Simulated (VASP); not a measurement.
The system is ZnC.

```
CELL_PARAMETERS angstrom
-1.50167 1.56051 2.26629
1.50167 -1.56051 2.26629
1.50167 1.56051 -2.26629
ATOMIC_POSITIONS crystal
Zn 0.50000 0.00000 0.50000
C 0.00000 0.50000 0.50000
```

The cell was generated, and may not be a known phase.

- Program: VASP 6.6.1
- Task: relaxation of cell and atoms
- Functional: PBE
- Potentials or basis: VASP PAW PBE potentials, release 64 (Zn, C)
- Cutoff: 600 eV
- k mesh: 8 × 8 × 8
- Occupations: gaussian, width 0.1 eV
- Spin: no spin polarisation

At the start: pressure 0.7 GPa; volume 10.62 Å³/atom.

Question: Where does the relaxation end?

Answer: Over 5 steps the energy falls by 4.2 meV/atom and the volume is 10.63 Å³/atom (+0.1 %); space group Immm (No. 71, to 0.1 Å) before and after.

The path:
```
step  energy change (eV)  largest force (eV/Å)  pressure (GPa)  volume (Å³)
   1              0.0000                0.0000            0.69        21.24
   2             -0.0060                0.0000           -0.59        21.38
   3             -0.0073                0.0000           -1.32        21.48
   4             -0.0084                0.0000            0.54        21.21
   5             -0.0085                0.0000            0.12        21.26
```

Final structure:
```
Zn C
1.0
    -1.52051    1.57985    2.21308
     1.52051   -1.57985    2.21308
     1.52051    1.57985   -2.21308
Zn C
1 1
Direct
  0.50000 0.00000 0.50000
  0.00000 0.50000 0.50000
```
